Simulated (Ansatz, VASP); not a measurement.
# Ni in VASP and in Ansatz

INCAR

```
ALGO = Normal ; EDIFF = 1E-6
ENCUT = 600 ; GGA = PE
GGA_COMPAT = F ; ISIF = 2
ISMEAR = 1 ; ISPIN = 2
LASPH = T ; LCHARG = F
LMAXMIX = 4 ; LORBIT = 11
LREAL = F ; LWAVE = F
MAGMOM = 2 ; NBANDS = 15
NELM = 200 ; PREC = Accurate
SIGMA = 0.3
```

The input KPOINTS:

```
k-points
0
Gamma
  14 14 14
```

File POSCAR:

```
Ni
1.0
    0.0000000000      1.7495000000      1.7495000000
    1.7495000000      0.0000000000      1.7495000000
    1.7495000000      1.7495000000      0.0000000000
Ni
1
Direct
    0.0000000000      0.0000000000      0.0000000000
```

Input for Ansatz:

```yaml
crystal:
  lattice:
    - [0.0, 1.7495, 1.7495]
    - [1.7495, 0.0, 1.7495]
    - [1.7495, 1.7495, 0.0]
  atoms:
    - { symbol: Ni, position: [0.0, 0.0, 0.0], spin: 2.0 }
magnetization:
  spin_polarized: true
hamiltonian:
  xc: pbe
  pseudopotentials: { kind: paw }
basis:
  ecutwfc: 420
kpoints:
  mp_grid: { grid: [14, 14, 14] }
scf:
  occupations: { method: cold, width: 0.3 }
  lower_state_search: "off"
  max_iter: 100
output:
  forces: true
  stress: true
```

Alike in both runs: task single point; functional PBE; k mesh 14 × 14 × 14; collinear spin.

|  | VASP | Ansatz |
| --- | --- | --- |
| version | VASP 6.6.1 | Ansatz 0.2.0 |
| potentials or method | VASP PAW PBE potentials, release 64 (Ni), cutoff 600 eV | PAW, plane waves, scalar-relativistic |
| occupations | methfessel-paxton of order 1, width 0.3 eV | cold, width 0.3 eV |
| valence electrons in the cell | 10 | 18 |

Ansatz gave:

* pressure (GPa): 3.5
* net moment per atom (μB): 0.65
* size of the moment on the site where the two differ most (μB): 0.69

Task: Estimate VASP's values.

Result: Pressure (GPa): 3.4; net moment per atom (μB): 0.60; size of the moment on the site where the two differ most (μB): 0.61.

Site moments also hang on the region over which each program counts them. VASP's potentials hold 10 valence electrons a cell and Ansatz's 18, so a difference there can come from the potentials and not from the codes. Ansatz's warnings: stability check not made.
